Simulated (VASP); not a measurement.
# Tl2Ga3 (P1) in VASP: single point with PBE

Aim: the single point of Tl2Ga3 with PBE.

All numbers are computed with VASP 6.6.1; they aren't measurements. Logs are shortened: lines on timing, memory, paths and dates and some standing lists are left out, and cuts for length are marked.

## (1) The cell of the first run

The typed cell holds 10 atoms: a = 6.222 Å, b = 6.349 Å, c = 6.391 Å, α = 91.79°, β = 88.85°, γ = 88.48°.

## (2) Single point, PBE

INCAR

```
SYSTEM = Tl2Ga3
ALGO     = Fast           ! electronic algorithm
EDIFF    = 1E-6           ! SCF threshold, eV
ENCUT    = 520            ! plane-wave cutoff, eV
GGA      = PE             ! functional
ISIF     = 2              ! what is computed and relaxed
ISMEAR   = -1             ! smearing method
LASPH    = .True.         ! aspherical terms in the spheres
LCHARG   = .True.         ! write CHGCAR
LELF     = .True.         ! ELF
LREAL    = .False.        ! projectors in reciprocal space
LVHAR    = .True.       
LWAVE    = .False.        ! write WAVECAR
NBANDS   = 76             ! bands
NELM     = 100            ! most SCF steps
PREC     = Accurate       ! precision mode
SIGMA    = 0.1            ! smearing width, eV
```

KPOINTS

```
Automatic mesh
0
Gamma
  3 3 3
  0.5 0 0.5
```

POSCAR

```
Tl2Ga3
1.0
    6.2210450000      0.0837700000      0.0639200000
    0.0837700000      6.3471920000     -0.1001790000
    0.0639200000     -0.1001790000      6.3900880000
Ga Tl
6 4
Direct
    0.0172740000      0.5052310000      0.4659910000
    0.9901920000      0.5191950000      0.0057670000
    0.4976560000      0.9892740000      0.4917970000
    0.9744780000      0.9960130000      0.4963830000
    0.5048720000      0.9890510000      0.0034530000
    0.5081450000      0.4885700000      0.9938410000
    0.2627890000      0.2662400000      0.2470410000
    0.2403460000      0.7299720000      0.7419250000
    0.7519870000      0.7279810000      0.2359390000
    0.7431460000      0.2563340000      0.7445540000
```

Potentials or basis: VASP PAW PBE potentials, release 64 (Ga_d, Tl_d).

On the command line:

```console
cat potpaw_PBE.64/Ga_d/POTCAR potpaw_PBE.64/Tl_d/POTCAR > POTCAR
mpirun -np 1 vasp_std > vasp.out
```

OUTCAR:

```text
SYSTEM = Tl2Ga3
   EDIFF = 1E-6
   ENCUT = 520
   GGA = PE
   ISIF = 2
   ISMEAR = -1
   LASPH = .True.
   LREAL = .False.
   NELM = 100
   PREC = Accurate

 ion  position               nearest neighbor table
   1  0.017  0.505  0.466-   7 2.50   9 2.64   8 2.67  10 2.96
   2  0.990  0.519  0.006-   9 2.41   8 2.68   7 2.82  10 2.83
   3  0.498  0.989  0.492-   9 2.74   7 2.79  10 2.81   8 2.83
   4  0.974  0.996  0.496-  10 2.63   9 2.76   8 2.86   7 2.99
   5  0.505  0.989  0.003-   7 2.72   9 2.73  10 2.83   8 2.88
   6  0.508  0.489  0.994-  10 2.55   9 2.66   7 2.66   8 2.80
   7  0.263  0.266  0.247-   1 2.50   6 2.66   5 2.72   3 2.79   2 2.82   4 2.99
   8  0.240  0.730  0.742-   1 2.67   2 2.68   6 2.80   3 2.83   4 2.86   5 2.88
   9  0.752  0.728  0.236-   2 2.41   1 2.64   6 2.66   5 2.73   3 2.74   4 2.76
  10  0.743  0.256  0.745-   6 2.55   4 2.63   3 2.81   2 2.83   5 2.83   1 2.96

  LATTYP: Found a triclinic cell.
 ALAT       =     8.8297467158
 B/A-ratio  =     0.7046563763
 C/A-ratio  =     1.0360844627
 COS(alpha) =     0.0043697078
 COS(beta)  =     0.5244852138
 COS(gamma) =     0.6901361949

  Lattice vectors:

 A1 = (  -6.1571250000,  -0.1839490000,   6.3261680000)
 A2 = (  -6.2210450000,  -0.0837700000,  -0.0639200000)
 A3 = (  -0.0198500000,  -6.4473710000,   6.4902670000)

Analysis of symmetry for initial positions (statically):
=====================================================================
 Subroutine PRICEL returns:
 Original cell was already a primitive cell.

 Routine SETGRP: Setting up the symmetry group for a
 triclinic supercell.

 Subroutine GETGRP returns: Found  1 space group operations
 (whereof  1 operations were pure point group operations)
 out of a pool of  2 trial point group operations.

The static configuration has the point symmetry C_1 .

Analysis of symmetry for dynamics (positions and initial velocities):
=====================================================================
 Subroutine PRICEL returns:
 Original cell was already a primitive cell.

 Routine SETGRP: Setting up the symmetry group for a
 triclinic supercell.

 Subroutine GETGRP returns: Found  1 space group operations
 (whereof  1 operations were pure point group operations)
 out of a pool of  2 trial point group operations.

The dynamic configuration has the point symmetry C_1 .

 Subroutine INISYM returns: Found  1 space group operations
 (whereof  1 operations are pure point group operations),
 and found     1 'primitive' translations

----------------------------------------------------------------------------------------

                                     Primitive cell

  volume of cell :     252.1858

  direct lattice vectors                    reciprocal lattice vectors
     6.221045000  0.083770000  0.063920000     0.160790494 -0.002148024 -0.001642061
     0.083770000  6.347192000 -0.100179000    -0.002148024  0.157617673  0.002492498
     0.063920000 -0.100179000  6.390088000    -0.001642061  0.002492498  0.156547869

  length of vectors
     6.221937325  6.348535227  6.391192866     0.160813225  0.157652014  0.156576320

  position of ions in fractional coordinates (direct lattice)
     0.017274000  0.505231000  0.465991000
     0.990192000  0.519195000  0.005767000
     0.497656000  0.989274000  0.491797000
     0.974478000  0.996013000  0.496383000
     0.504872000  0.989051000  0.003453000
     0.508145000  0.488570000  0.993841000
     0.262789000  0.266240000  0.247041000
     0.240346000  0.729972000  0.741925000
     0.751987000  0.727981000  0.235939000
     0.743146000  0.256334000  0.744554000

  ion indices of the primitive-cell ions
   primitive index   ion index
                 1           1
                 2           2
                 3           3
                 4           4
                 5           5
                 6           6
                 7           7
                 8           8
                 9           9
                10          10

----------------------------------------------------------------------------------------

 KPOINTS: Automatic mesh

Automatic generation of k-mesh.
 Grid dimensions read from file:
 generate k-points for:    3    3    3

 Generating k-lattice:

  Cartesian coordinates                     Fractional coordinates (reciprocal lattice)
     0.053596831 -0.000716008 -0.000547354     0.333333333  0.000000000  0.000000000
    -0.000716008  0.052539224  0.000830833     0.000000000  0.333333333 -0.000000000
    -0.000547354  0.000830833  0.052182623     0.000000000  0.000000000  0.333333333

  Length of vectors
     0.053604408  0.052550671  0.052192107

  Shift w.r.t. Gamma in fractional coordinates (k-lattice)
     0.500000000  0.000000000  0.500000000

 Subroutine IBZKPT returns following result:
 ===========================================

 Found     14 irreducible k-points:

 Following reciprocal coordinates:
            Coordinates               Weight
  0.166667 -0.000000  0.166667      2.000000
  0.500000  0.000000  0.166667      2.000000
 -0.166667  0.000000  0.166667      2.000000
  0.166667  0.333333  0.166667      2.000000
  0.500000  0.333333  0.166667      2.000000
 -0.166667  0.333333  0.166667      2.000000
  0.166667 -0.333333  0.166667      2.000000
  0.500000 -0.333333  0.166667      2.000000
 -0.166667 -0.333333  0.166667      2.000000
  0.166667 -0.000000  0.500000      2.000000
  0.500000  0.000000  0.500000      1.000000
  0.166667  0.333333  0.500000      2.000000
  0.500000  0.333333  0.500000      2.000000
 -0.166667  0.333333  0.500000      2.000000
   k-points           NKPTS =     14   k-points in BZ     NKDIM =     14   number of bands    NBANDS=     76
   number of dos      NEDOS =    301   number of ions     NIONS =     10
   total plane-waves  NPLWV = 110592
   dimension x,y,z NGX =    48 NGY =   48 NGZ =   48
   dimension x,y,z NGXF=    96 NGYF=   96 NGZF=   96
   ions per type =               6   4
   NGX,Y,Z   is equivalent  to a cutoff of  12.83, 12.57, 12.49 a.u.
   NGXF,Y,Z  is equivalent  to a cutoff of  25.65, 25.14, 24.97 a.u.
 SYSTEM =  Tl2Ga3
   PREC   = accura    normal or accurate (medium, high low for compatibility)
   ISTART =      0    job   : 0-new  1-cont  2-samecut
   ICHARG =      2    charge: 1-file 2-atom 10-const
   ISPIN  =      1    spin polarized calculation?
   LNONCOLLINEAR =      F non collinear calculations
   LSORBIT =      F    spin-orbit coupling
   LASPH  =      T    aspherical Exc in radial PAW
   ENCUT  =  520.0 eV  38.22 Ry    6.18 a.u.  11.57 11.80 11.88*2*pi/ulx,y,z
   NELM   =    100;   NELMIN=  2; NELMDL= -5     # of ELM steps
   EDIFF  = 0.1E-05   stopping-criterion for ELM
   LREAL  =      F    real-space projection
[... 7 lines left out ...]
   TEBEG  =    0.0;   TEEND  =   0.0 temperature during run
   PSTRESS=    0.0 pullay stress
   NELECT =     130.0000    total number of electrons
   NUPDOWN=      -1.0000    fix difference up-down
   EMIN   =  10.00;   EMAX   =-10.00  energy-range for DOS
   EFERMI =   0.00;   METHOD = LEGACY
   ISMEAR =    -1;   SIGMA  =   0.10  broadening in eV -4-tet -1-fermi 0-gaus
   EFERMI_NEDOS =   21; number of points for ismear=-14 and -15
   IALGO  =     68    algorithm
   IMIX   =      4    mixing-type and parameters
     AMIX     =   0.40;   BMIX     =  1.00
     AMIX_MAG =   1.60;   BMIX_MAG =  1.00
  volume/ion in A,a.u.               =      25.22       170.18
  Fermi-wavevector in a.u.,A,eV,Ry     =   1.312650  2.480550 23.443533  1.723051
  Thomas-Fermi vector in A             =   2.443028
   LORBIT       =      0    0 simple, 1 ext, 2 COOP (PROOUT), +10 PAW based schemes
   GGA     = PE    functional components
   LHFCALC =     F    Hartree Fock is set to
   AEXX    =    0.0000 exact exchange contribution
   IVDW    =     0    specifies the selected vdW correction
   LEPSILON=     F    determine dielectric tensor
   LRPA    =     F    only Hartree local field effects (RPA)
 non-spin polarized calculation
 RMM-DIIS sequential band-by-band and
  energy-cutoff  :      520.00
  volume of cell :      252.19
 maximum number of plane-waves:      6802
 NGX is ok and might be reduce to    48
   NGX = 23   NGY = 23   NGZ = 23

 number of electron     129.9999996 magnetization

 Free energy of the ion-electron system (eV)
  ---------------------------------------------------
  ext. energy  EPLUGINS =         0.00000000
  ---------------------------------------------------
  free energy    TOTEN  =       -21.69183925 eV

  energy without entropy =      -21.52200165  energy(sigma->0) =      -21.60692045

 E-fermi :   5.0362     XC(G=0):  -9.8074

 val. band max:        5.0265376180   @ k =   0.1667   0.3333   0.5000
 cond. band min:       5.0514439473   @ k =   0.1667   0.3333   0.1667
 fundamental gap:      0.0249063293
 Fermi energy:         5.0361847845

 k-point     1 :       0.1667   -0.0000    0.1667
  band No.  band energies     occupation
      1     -10.3782      2.00000
      2     -10.2957      2.00000
      3     -10.2647      2.00000
      4     -10.2223      2.00000
      5     -10.2080      2.00000
      6     -10.1281      2.00000
[... 68 lines left out ...]
     75       9.0880      0.00000
     76      10.2321      0.00000

 k-point     2 :       0.5000    0.0000    0.1667
  band No.  band energies     occupation
      1     -10.3744      2.00000
      2     -10.2814      2.00000
      3     -10.2583      2.00000
      4     -10.2175      2.00000
      5     -10.1947      2.00000
      6     -10.1265      2.00000
[... 68 lines left out ...]
     75       9.7910      0.00000
     76       9.8562      0.00000

 k-point     3 :      -0.1667    0.0000    0.1667
  band No.  band energies     occupation
      1     -10.3779      2.00000
      2     -10.2956      2.00000
      3     -10.2639      2.00000
      4     -10.2226      2.00000
      5     -10.2081      2.00000
      6     -10.1232      2.00000
[... 858 lines left out ...]
     75       8.8606      0.00000
     76       9.1321      0.00000

 k-point    14 :      -0.1667    0.3333    0.5000
  band No.  band energies     occupation
      1     -10.3754      2.00000
      2     -10.2850      2.00000
      3     -10.2618      2.00000
      4     -10.2162      2.00000
      5     -10.1986      2.00000
      6     -10.1233      2.00000
[... 68 lines left out ...]
     75       9.2946      0.00000
     76       9.5776      0.00000

------------------------ aborting loop because EDIFF is reached ----------------------------------------

  FORCE on cell =-STRESS in cart. coord.  units (eV):
  Direction    XX          YY          ZZ          XY          YZ          ZX
  --------------------------------------------------------------------------------------
  -------------------------------------------------------------------------------------
  Total       12.1999943     13.3281655     12.8140081     -4.5090973      4.7823713     -3.7259142
  in kB       77.5085439     84.6759987     81.4094735    -28.6470274     30.3831814    -23.6713380
  external PRESSURE =      81.1980054 kB  Pullay stress =       0.0000000 kB

 VOLUME and BASIS-vectors are now :
 -----------------------------------------------------------------------------
  energy-cutoff  :      520.00
  volume of cell :      252.19
      direct lattice vectors                 reciprocal lattice vectors
     6.221045000  0.083770000  0.063920000     0.160790494 -0.002148024 -0.001642061
     0.083770000  6.347192000 -0.100179000    -0.002148024  0.157617673  0.002492498
     0.063920000 -0.100179000  6.390088000    -0.001642061  0.002492498  0.156547869

 POSITION                                       TOTAL-FORCE (eV/Angst)
 -----------------------------------------------------------------------------------
      0.17957      3.16156      2.92821        -0.793010      0.039734      1.078977
      6.20389      3.37780      0.04813         1.203430     -1.445126     -1.319501
      3.21025      6.27153      3.07533        -0.293028     -0.029286      0.139805
      6.17744      6.35379      3.13444         0.671593     -0.019982     -0.314337
      3.22390      6.31964     -0.04475        -0.059850     -0.083775     -0.382904
      3.26565      3.04405      6.33427        -0.691446      0.422320      0.036118
      1.67292      1.68714      1.56874         0.345322     -0.987825     -0.128746
      1.60378      4.57908      4.68320         0.521066      0.578170     -0.008515
      4.75421      4.65999      1.48281        -1.361891      1.577941      1.333731
      4.69221      1.61467      4.77959         0.457814     -0.052171     -0.434629
 -----------------------------------------------------------------------------------
    total drift:                               -0.000081     -0.001258     -0.000163

  FREE ENERGIE OF THE ION-ELECTRON SYSTEM (eV)
  ---------------------------------------------------
  free  energy   TOTEN  =       -21.6918392527 eV

  energy  without entropy=      -21.5220016505  energy(sigma->0) =      -21.60692045
```

Run time: 4.4 min. Hardware: 1 thread of Intel Xeon Platinum 8488C (Sapphire Rapids), shared host; peak memory 0.42 GiB.

What came out:

| Property | Result |
| --- | --- |
| Free energy | -21.6918 eV |
| Pressure | 8.1 GPa |
| Largest force | 2.475 eV/Å |
| Band gap on the k mesh | zero (bands 65 and 66 overlap by 0.68 eV) |

Forces on the atoms (eV/Å):
```
Ga  -0.793  0.040  1.079
Ga   1.203 -1.445 -1.320
Ga  -0.293 -0.029  0.140
Ga   0.672 -0.020 -0.314
Ga  -0.060 -0.084 -0.383
Ga  -0.691  0.422  0.036
Tl   0.345 -0.988 -0.129
Tl   0.521  0.578 -0.009
Tl  -1.362  1.578  1.334
Tl   0.458 -0.052 -0.435
```

Stress tensor (GPa, compression positive):
```
 7.75 -2.86 -2.37
-2.86  8.47  3.04
-2.37  3.04  8.14
```

Caveat: the cell stands under pressure; spin-orbit coupling is left out, which moves the levels of the heavy elements; forces of over 1 eV/Å act on the atoms, so gaps and moduli don't describe the material at rest.
